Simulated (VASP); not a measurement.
# Ge (P1) in VASP: further runs

Runs on Ge. Level: PBEsol. Tasks: single point.

Program: VASP 6.6.1. These are calculated values, not measurements. Logs are shortened: lines on timing, memory, paths and dates and some standing lists are left out, and cuts for length are marked.

## 1. The cell of the first run

The typed cell holds 4 atoms: a = 4.013 Å, b = 4.013 Å, c = 5.676 Å, α = 90.00°, β = 90.00°, γ = 90.00°.

## 2. Single point, PBEsol (atoms displaced along a vibrational mode)

INCAR

```
SYSTEM = Ge
  ALGO = Fast
  EDIFF = 1E-6
  ENCUT = 520
  GGA = PS
  ISIF = 2
  ISMEAR = 0
  LASPH = .TRUE.
  LCHARG = .FALSE.
  LREAL = .FALSE.
  LWAVE = .FALSE.
  NBANDS = 36
  NELM = 80
  PREC = Accurate
  SIGMA = 0.15
```

KPOINTS

```
k-points
0
G
  12 12 8
  0 0 0
```

POSCAR

```
Ge
1.0
    0.0000000000     -2.8378616867     -2.8378616867
    0.0000000000      2.8378616867     -2.8378616867
    5.6757233734      0.0000000000      0.0000000000
Ge
4
Direct
    0.5229389024      0.5016028204      0.0000000000
   -0.0158913426      0.0054447395      0.5000000000
    0.0158913426      0.4983971796      0.2500000000
    0.4770610976     -0.0054447395      0.7500000000
```

Potentials or basis: VASP PAW PBE potentials, release 64 (Ge_d).

Launch:

```
> cat potpaw_PBE.64/Ge_d/POTCAR > POTCAR
> mpirun -np 1 vasp_std > vasp.out
```

OUTCAR:

```text
SYSTEM = Ge
   EDIFF = 1E-6
   ENCUT = 520
   GGA = PS
   ISIF = 2
   ISMEAR = 0
   LASPH = .TRUE.
   LREAL = .FALSE.
   NELM = 80
   PREC = Accurate

 ion  position               nearest neighbor table
   1  0.523  0.502  0.000-   3 2.43   4 2.44   3 2.48   4 2.49
   2  0.984  0.005  0.500-   4 2.44   3 2.44   4 2.48   3 2.48
   3  0.016  0.498  0.250-   1 2.43   2 2.44   1 2.48   2 2.48
   4  0.477  0.995  0.750-   2 2.44   1 2.44   2 2.48   1 2.49

  LATTYP: Found a simple tetragonal cell.
 ALAT       =     4.0133424855
 C/A-ratio  =     1.4142135624

  Lattice vectors:

 A1 = (   0.0000000000,  -2.8378616867,  -2.8378616867)
 A2 = (   0.0000000000,   2.8378616867,  -2.8378616867)
 A3 = (   5.6757233734,   0.0000000000,   0.0000000000)

Analysis of symmetry for initial positions (statically):
=====================================================================
 Subroutine PRICEL returns:
 Original cell was already a primitive cell.

 Routine SETGRP: Setting up the symmetry group for a
 simple tetragonal supercell.

 Subroutine GETGRP returns: Found  1 space group operations
 (whereof  1 operations were pure point group operations)
 out of a pool of 16 trial point group operations.

The static configuration has the point symmetry C_1 .

Analysis of symmetry for dynamics (positions and initial velocities):
=====================================================================
 Subroutine PRICEL returns:
 Original cell was already a primitive cell.

 Routine SETGRP: Setting up the symmetry group for a
 simple tetragonal supercell.

 Subroutine GETGRP returns: Found  1 space group operations
 (whereof  1 operations were pure point group operations)
 out of a pool of 16 trial point group operations.

The dynamic configuration has the point symmetry C_1 .

 Subroutine INISYM returns: Found  1 space group operations
 (whereof  1 operations are pure point group operations),
 and found     1 'primitive' translations

----------------------------------------------------------------------------------------

                                     Primitive cell

  volume of cell :      91.4184

  direct lattice vectors                    reciprocal lattice vectors
     0.000000000 -2.837861687 -2.837861687     0.000000000 -0.176188996 -0.176188996
     0.000000000  2.837861687 -2.837861687     0.000000000  0.176188996 -0.176188996
     5.675723373  0.000000000  0.000000000     0.176188996  0.000000000  0.000000000

  length of vectors
     4.013342485  4.013342485  5.675723373     0.249168867  0.249168867  0.176188996

  position of ions in fractional coordinates (direct lattice)
     0.522938902  0.501602820  0.000000000
     0.984108657  0.005444739  0.500000000
     0.015891343  0.498397180  0.250000000
     0.477061098  0.994555261  0.750000000

  ion indices of the primitive-cell ions
   primitive index   ion index
                 1           1
                 2           2
                 3           3
                 4           4

----------------------------------------------------------------------------------------

 KPOINTS: k-points

Automatic generation of k-mesh.
 Grid dimensions read from file:
 generate k-points for:   12   12    8

 Generating k-lattice:

  Cartesian coordinates                     Fractional coordinates (reciprocal lattice)
     0.000000000 -0.014682416 -0.014682416     0.083333333  0.000000000  0.000000000
     0.000000000  0.014682416 -0.014682416     0.000000000  0.083333333  0.000000000
     0.022023624  0.000000000  0.000000000     0.000000000  0.000000000  0.125000000

  Length of vectors
     0.020764072  0.020764072  0.022023624

  Shift w.r.t. Gamma in fractional coordinates (k-lattice)
     0.000000000  0.000000000  0.000000000

 Subroutine IBZKPT returns following result:
 ===========================================

 Found    580 irreducible k-points:

 Following reciprocal coordinates:
            Coordinates               Weight
  0.000000  0.000000  0.000000      1.000000
  0.083333  0.000000  0.000000      2.000000
  0.000000  0.083333  0.000000      2.000000
  0.166667  0.000000  0.000000      2.000000
  0.000000  0.166667  0.000000      2.000000
  0.250000  0.000000  0.000000      2.000000
[... 16 lines left out ...]
  0.083333  0.250000  0.000000      2.000000
  0.333333  0.083333  0.000000      2.000000
 [... further k-points ...]
   k-points           NKPTS =    580   k-points in BZ     NKDIM =    580   number of bands    NBANDS=     36
   number of dos      NEDOS =    301   number of ions     NIONS =      4
   total plane-waves  NPLWV =  37800
   dimension x,y,z NGX =    30 NGY =   30 NGZ =   42
   dimension x,y,z NGXF=    60 NGYF=   60 NGZF=   84
   ions per type =               4
   NGX,Y,Z   is equivalent  to a cutoff of  12.43, 12.43, 12.30 a.u.
   NGXF,Y,Z  is equivalent  to a cutoff of  24.85, 24.85, 24.60 a.u.
 SYSTEM =  Ge
   PREC   = accura    normal or accurate (medium, high low for compatibility)
   ISTART =      0    job   : 0-new  1-cont  2-samecut
   ICHARG =      2    charge: 1-file 2-atom 10-const
   ISPIN  =      1    spin polarized calculation?
   LNONCOLLINEAR =      F non collinear calculations
   LSORBIT =      F    spin-orbit coupling
   LASPH  =      T    aspherical Exc in radial PAW
   ENCUT  =  520.0 eV  38.22 Ry    6.18 a.u.   7.46  7.46 10.55*2*pi/ulx,y,z
   NELM   =     80;   NELMIN=  2; NELMDL= -5     # of ELM steps
   EDIFF  = 0.1E-05   stopping-criterion for ELM
   LREAL  =      F    real-space projection
   EDIFFG = 0.1E-04   stopping-criterion for IOM
   NSW    =      0    number of steps for IOM
   IBRION =     -1    ionic relax: 0-MD 1-quasi-New 2-CG
   NFREE  =      0    steps in history (QN), initial steepest desc. (CG)
   ISIF   =      2    stress and relaxation
   ISYM   =      2    0-nonsym 1-usesym 2-fastsym
   POTIM  = 0.5000    time-step for ionic-motion
   TEBEG  =    0.0;   TEEND  =   0.0 temperature during run
   PSTRESS=    0.0 pullay stress
   NELECT =      56.0000    total number of electrons
   NUPDOWN=      -1.0000    fix difference up-down
   EMIN   =  10.00;   EMAX   =-10.00  energy-range for DOS
   EFERMI =   0.00;   METHOD = LEGACY
   ISMEAR =     0;   SIGMA  =   0.15  broadening in eV -4-tet -1-fermi 0-gaus
   EFERMI_NEDOS =   21; number of points for ismear=-14 and -15
   IALGO  =     68    algorithm
   IMIX   =      4    mixing-type and parameters
     AMIX     =   0.40;   BMIX     =  1.00
     AMIX_MAG =   1.60;   BMIX_MAG =  1.00
  volume/ion in A,a.u.               =      22.85       154.23
  Fermi-wavevector in a.u.,A,eV,Ry     =   1.390357  2.627393 26.301316  1.933092
  Thomas-Fermi vector in A             =   2.514300
   LORBIT       =      0    0 simple, 1 ext, 2 COOP (PROOUT), +10 PAW based schemes
   GGA     = PS    functional components
   LHFCALC =     F    Hartree Fock is set to
   AEXX    =    0.0000 exact exchange contribution
   IVDW    =     0    specifies the selected vdW correction
   LEPSILON=     F    determine dielectric tensor
   LRPA    =     F    only Hartree local field effects (RPA)
 non-spin polarized calculation
 RMM-DIIS sequential band-by-band and
 Gauss-broadening in eV      SIGMA  =   0.15
  energy-cutoff  :      520.00
  volume of cell :       91.42
 maximum number of plane-waves:      2488
 NGX is ok and might be reduce to    30
   NGX = 15   NGY = 15   NGZ = 21

 number of electron      55.9999954 magnetization

 Free energy of the ion-electron system (eV)
  ---------------------------------------------------
  ext. energy  EPLUGINS =         0.00000000
  ---------------------------------------------------
  free energy    TOTEN  =       -19.71515126 eV

  energy without entropy =      -19.71396514  energy(sigma->0) =      -19.71455820

 E-fermi :   4.8282     XC(G=0): -10.0894

 val. band max:        4.8107445013   @ k =   0.0833   0.0000   0.0000
 cond. band min:       4.9081473536   @ k =   0.5000   0.0000   0.5000
 fundamental gap:      0.0974028523
 Fermi energy:         4.8282179685

 k-point     1 :       0.0000    0.0000    0.0000
  band No.  band energies     occupation
      1     -20.0196      2.00000
      2     -20.0177      2.00000
      3     -19.9942      2.00000
      4     -19.9867      2.00000
      5     -19.9753      2.00000
      6     -19.9484      2.00000
[... 28 lines left out ...]
     35      10.8969      0.00000
     36      13.8053      0.00000

 k-point     2 :       0.0833    0.0000    0.0000
  band No.  band energies     occupation
      1     -20.0252      2.00000
      2     -20.0162      2.00000
      3     -19.9942      2.00000
      4     -19.9887      2.00000
      5     -19.9773      2.00000
      6     -19.9454      2.00000
[... 28 lines left out ...]
     35      11.2144      0.00000
     36      13.3046      0.00000

 k-point     3 :       0.0000    0.0833    0.0000
  band No.  band energies     occupation
      1     -20.0235      2.00000
      2     -20.0174      2.00000
      3     -19.9964      2.00000
      4     -19.9872      2.00000
      5     -19.9765      2.00000
      6     -19.9455      2.00000
[... 28 lines left out ...]
     35      11.2024      0.00000
     36      13.2976      0.00000
[... 742 lines left out ...]
 k-point    23 :       0.0833    0.2500    0.0000
  band No.  band energies     occupation
      1     -20.0339      2.00000
      2     -20.0225      2.00000
      3     -20.0077      2.00000
      4     -19.9927      2.00000
      5     -19.9778      2.00000
      6     -19.9314      2.00000
[... 28 lines left out ...]
     35      11.1985      0.00000
     36      11.2970      0.00000

 k-point    24 :       0.3333    0.0833    0.0000
  band No.  band energies     occupation
      1     -20.0382      2.00000
      2     -20.0197      2.00000
      3     -20.0133      2.00000
      4     -20.0000      2.00000
      5     -19.9715      2.00000
      6     -19.9253      2.00000
[... 28 lines left out ...]
     35      10.4688      0.00000
     36      10.7559      0.00000

 [... further k-points ...]

------------------------ aborting loop because EDIFF is reached ----------------------------------------

  FORCE on cell =-STRESS in cart. coord.  units (eV):
  Direction    XX          YY          ZZ          XY          YZ          ZX
  --------------------------------------------------------------------------------------
  -------------------------------------------------------------------------------------
  Total       -0.1770627     -0.1680368     -0.2001944     -0.6539481      0.0500082     -0.0080573
  in kB       -3.1031582     -2.9449728     -3.5085596    -11.4609395      0.8764326     -0.1412110
  external PRESSURE =      -3.1855636 kB  Pullay stress =       0.0000000 kB

 VOLUME and BASIS-vectors are now :
 -----------------------------------------------------------------------------
  energy-cutoff  :      520.00
  volume of cell :       91.42
      direct lattice vectors                 reciprocal lattice vectors
     0.000000000 -2.837861687 -2.837861687     0.000000000 -0.176188996 -0.176188996
     0.000000000  2.837861687 -2.837861687     0.000000000  0.176188996 -0.176188996
     5.675723373  0.000000000  0.000000000     0.176188996  0.000000000  0.000000000

 POSITION                                       TOTAL-FORCE (eV/Angst)
 -----------------------------------------------------------------------------------
      0.00000     -0.06055     -2.90751        -0.063280      0.094144      0.497693
      2.83786     -2.77731     -2.80822        -0.028311     -0.077806      0.358878
      1.41893      1.36928     -1.45948         0.031631      0.063549     -0.344925
      4.25679      1.46858     -4.17624         0.059959     -0.079888     -0.511647
 -----------------------------------------------------------------------------------
    total drift:                                0.000001      0.000261     -0.001170

  FREE ENERGIE OF THE ION-ELECTRON SYSTEM (eV)
  ---------------------------------------------------
  free  energy   TOTEN  =       -19.7151512628 eV

  energy  without entropy=      -19.7139651426  energy(sigma->0) =      -19.71455820
```

Wall time 19 min (1 thread of Oxide Virtual Turin-like, shared host); peak memory 1.2 GiB.

What came out:

| Quantity | Value |
| --- | --- |
| Free energy | -19.7152 eV |
| Pressure | -0.3 GPa |
| Largest force | 0.521 eV/Å |
| Band gap on the k mesh | zero (bands 28 and 29 overlap by 0.02 eV) |

Forces in eV/Å, atoms in the order of the input:
```
Ge  -0.063  0.094  0.498
Ge  -0.028 -0.078  0.359
Ge   0.032  0.064 -0.345
Ge   0.060 -0.080 -0.512
```

Stress tensor (GPa, compression positive):
```
-0.31 -1.15 -0.01
-1.15 -0.29  0.09
-0.01  0.09 -0.35
```

Levels at points of the mesh, in eV from the Fermi level:
| k point | band 25 | band 26 | band 27 | band 28 | band 29 | band 30 | band 31 | band 32 |
| --- | --- | --- | --- | --- | --- | --- | --- | --- |
| (0.00, 0.00, 0.00) | -3.10 | -0.27 | -0.16 | -0.09 | 0.12 | 0.60 | 0.70 | 2.34 |
| (0.50, 0.00, 0.00) | -3.93 | -3.92 | -1.54 | -1.52 | 1.84 | 1.84 | 4.65 | 4.67 |
| (0.00, 0.50, 0.00) | -3.91 | -3.91 | -1.56 | -1.56 | 1.82 | 1.82 | 4.67 | 4.67 |
| (0.50, 0.50, 0.00) | -3.17 | -3.10 | -3.10 | -3.05 | 0.48 | 0.59 | 0.60 | 0.71 |
| (0.00, 0.00, 0.50) | -2.10 | -2.08 | -2.07 | -2.06 | 0.88 | 0.91 | 2.57 | 2.57 |
| (0.50, 0.00, 0.50) | -1.56 | -1.52 | -1.35 | -1.33 | -0.04 | 0.08 | 3.47 | 3.55 |
| (0.00, 0.50, 0.50) | -1.55 | -1.54 | -1.36 | -1.33 | -0.04 | 0.08 | 3.45 | 3.53 |
| (0.50, 0.50, 0.50) | -4.01 | -4.00 | -3.90 | -3.89 | 4.06 | 4.10 | 4.12 | 4.15 |

Caveat: the cell differs from its parent crystal (atoms displaced along a vibrational mode); semilocal functionals underestimate gaps, so a narrow gap can read as zero; the PAW data sets were made with another functional, which shifts forces and pressure a little.

## 3. Single point, PBEsol (atoms displaced along a vibrational mode)

INCAR

```
SYSTEM = Ge
PREC = Accurate
ENCUT = 520
EDIFF = 1E-7
ISMEAR = 0
SIGMA = 0.15
LREAL = .False.
LASPH = .True.
NELM = 60
ALGO = Fast
ISIF = 2
LWAVE = .False.
LCHARG = .False.
GGA = PS
NBANDS = 36
```

KPOINTS

```
Automatic mesh
0
Gamma
  12 12 8
  0 0 0
```

POSCAR

```
Ge
1.0
    0.0000000000     -2.8378616867     -2.8378616867
    0.0000000000      2.8378616867     -2.8378616867
    5.6757233734      0.0000000000      0.0000000000
Ge
4
Direct
    0.5459026007      0.5032031874      0.0000000000
   -0.0318074810      0.0108919322      0.5000000000
    0.0318074810      0.4967968126      0.2500000000
    0.4540973993     -0.0108919322      0.7500000000
```

Potentials or basis: VASP PAW PBE potentials, release 64 (Ge_d).

Launch:

```
> cat potpaw_PBE.64/Ge_d/POTCAR > POTCAR
> mpirun -np 1 vasp_std > vasp.out
```

Run time: 28 min. Hardware: 1 thread of Oxide Virtual Turin-like, shared host; peak memory 1.2 GiB.

It converged, with:

| Item | Value |
| --- | --- |
| Free energy | -19.6107 eV |
| Pressure | -0.3 GPa |
| Largest force | 1.051 eV/Å |
| Band gap on the k mesh | zero (bands 28 and 29 overlap by 0.30 eV) |

Forces in eV/Å, atoms in the order of the input:
```
Ge  -0.246  0.245  0.977
Ge  -0.112 -0.139  0.690
Ge   0.126  0.108 -0.664
Ge   0.232 -0.214 -1.003
```

Stress tensor (GPa, compression positive):
```
-0.20 -2.21 -0.11
-2.21 -0.20  0.31
-0.11  0.31 -0.42
```

Levels at points of the mesh, in eV from the Fermi level:
| k point | band 24 | band 25 | band 26 | band 27 | band 28 | band 29 | band 30 | band 31 | band 32 | band 33 |
| --- | --- | --- | --- | --- | --- | --- | --- | --- | --- | --- |
| (0.00, 0.00, 0.00) | -3.16 | -3.08 | -0.59 | -0.20 | -0.17 | 0.27 | 0.50 | 0.84 | 2.20 | 2.47 |
| (0.50, 0.00, 0.00) | -6.62 | -4.00 | -3.95 | -1.53 | -1.44 | 1.80 | 1.83 | 4.48 | 4.54 | 4.75 |
| (0.00, 0.50, 0.00) | -6.55 | -3.94 | -3.93 | -1.61 | -1.60 | 1.73 | 1.73 | 4.55 | 4.56 | 4.88 |
| (0.50, 0.50, 0.00) | -8.65 | -3.25 | -3.11 | -3.10 | -2.99 | 0.26 | 0.47 | 0.50 | 0.72 | 9.16 |
| (0.00, 0.00, 0.50) | -4.83 | -2.16 | -2.12 | -2.06 | -2.01 | 0.82 | 0.93 | 2.42 | 2.45 | 5.63 |
| (0.50, 0.00, 0.50) | -7.49 | -1.70 | -1.57 | -1.27 | -1.20 | -0.19 | 0.06 | 3.22 | 3.43 | 3.87 |
| (0.00, 0.50, 0.50) | -7.40 | -1.66 | -1.64 | -1.30 | -1.21 | -0.17 | 0.07 | 3.19 | 3.35 | 3.78 |
| (0.50, 0.50, 0.50) | -8.61 | -4.12 | -4.07 | -3.89 | -3.84 | 3.77 | 3.87 | 3.94 | 4.00 | 4.52 |

Caveat: the cell differs from its parent crystal (atoms displaced along a vibrational mode); semilocal functionals underestimate gaps, so a narrow gap can read as zero; the PAW data sets were made with another functional, which shifts forces and pressure a little.

## 4. Single point, PBEsol (atoms displaced along a vibrational mode)

INCAR

```
  PREC = Accurate
  ENCUT = 520
  EDIFF = 1E-7
  ISMEAR = 0
  SIGMA = 0.15
  LREAL = False
  LASPH = True
  NELM = 80
  ALGO = Fast
  ISIF = 2
  LWAVE = False
  LCHARG = False
  GGA = PS
  NBANDS = 36
```

KPOINTS

```
Automatic mesh
0
Gamma
  12 12 8
```

POSCAR

```
Ge
1.0
    0.0000000000     -2.8378616867     -2.8378616867
    0.0000000000      2.8378616867     -2.8378616867
    5.6757233734      0.0000000000      0.0000000000
Ge
4
Direct
    0.5423788207      0.4996794075      0.0000000000
   -0.0353312609      0.0073681523      0.5000000000
    0.0353312609      0.5003205925      0.2500000000
    0.4576211793     -0.0073681523      0.7500000000
```

Launch:

```
> cat potpaw_PBE.64/Ge_d/POTCAR > POTCAR
> mpirun -np 1 vasp_std > vasp.out
```

Run time: 37 min. Hardware: 1 thread of Oxide Virtual Turin-like, shared host; peak memory 1.2 GiB.

The run converged. Its results:

| Property | Result |
| --- | --- |
| Free energy | -19.6608 eV |
| Pressure | -0.4 GPa |
| Largest force | 0.660 eV/Å |
| Band gap on the k mesh | zero (bands 28 and 29 overlap by 0.15 eV) |

Forces in eV/Å, atoms in the order of the input:
```
Ge  -0.212  0.213  0.573
Ge  -0.147 -0.157  0.265
Ge   0.154  0.130 -0.240
Ge   0.205 -0.186 -0.599
```

Stress tensor (GPa, compression positive):
```
-0.39 -1.10 -0.05
-1.10 -0.39  0.31
-0.05  0.31 -0.44
```

Levels at points of the mesh, in eV from the Fermi level:
```
           k point  band 24  band 25  band 26  band 27  band 28  band 29  band 30  band 31  band 32  band 33
(0.00, 0.00, 0.00)    -3.14    -3.06    -0.46    -0.17    -0.09     0.16     0.54     0.87     2.36     2.52
(0.50, 0.00, 0.00)    -6.60    -3.95    -3.93    -1.48    -1.44     1.85     1.87     4.57     4.59     4.76
(0.00, 0.50, 0.00)    -6.51    -3.90    -3.89    -1.59    -1.58     1.77     1.78     4.60     4.60     4.93
(0.50, 0.50, 0.00)    -8.76    -3.15    -3.09    -3.07    -3.02     0.41     0.52     0.53     0.64     9.28
(0.00, 0.00, 0.50)    -4.78    -2.13    -2.10    -2.03    -2.00     0.89     0.95     2.47     2.48     5.67
(0.50, 0.00, 0.50)    -7.57    -1.55    -1.47    -1.32    -1.27    -0.09     0.04     3.41     3.56     3.79
(0.00, 0.50, 0.50)    -7.48    -1.54    -1.52    -1.35    -1.28    -0.07     0.05     3.38     3.48     3.71
(0.50, 0.50, 0.50)    -8.68    -4.02    -3.99    -3.90    -3.87     3.88     3.92     3.96     3.99     4.65
```

Caveat: the cell differs from its parent crystal (atoms displaced along a vibrational mode); semilocal functionals underestimate gaps, so a narrow gap can read as zero; the PAW data sets were made with another functional, which shifts forces and pressure a little.

## 5. Summary

| cell | further INCAR settings | gap on the mesh (eV) | pressure (GPa) | largest force (eV/Å) |
| --- | --- | --- | --- | --- |
| as given, atomic positions A | ALGO = Fast; EDIFF = 1e-06; NBANDS = 36 | none | -0.3 | 0.52 |
| as given, atomic positions B | ALGO = Fast; EDIFF = 1e-07; NBANDS = 36 | none | -0.3 | 1.05 |
| as given, atomic positions C | ALGO = Fast; EDIFF = 1e-07; NBANDS = 36 | none | -0.4 | 0.66 |

Alike in all rows: task single point; level PBEsol; potentials or basis VASP PAW PBE potentials, release 64 (Ge_d); no spin polarisation; k mesh 12 × 12 × 8; cutoff (eV) 520; smearing gaussian 0.15 eV.

Caveats: semilocal functionals underestimate gaps, so a narrow gap can read as zero; the PAW data sets were made with another functional, which shifts forces and pressure a little.

Total energies depend on the potentials used, so only differences within one code and one set of settings carry meaning.
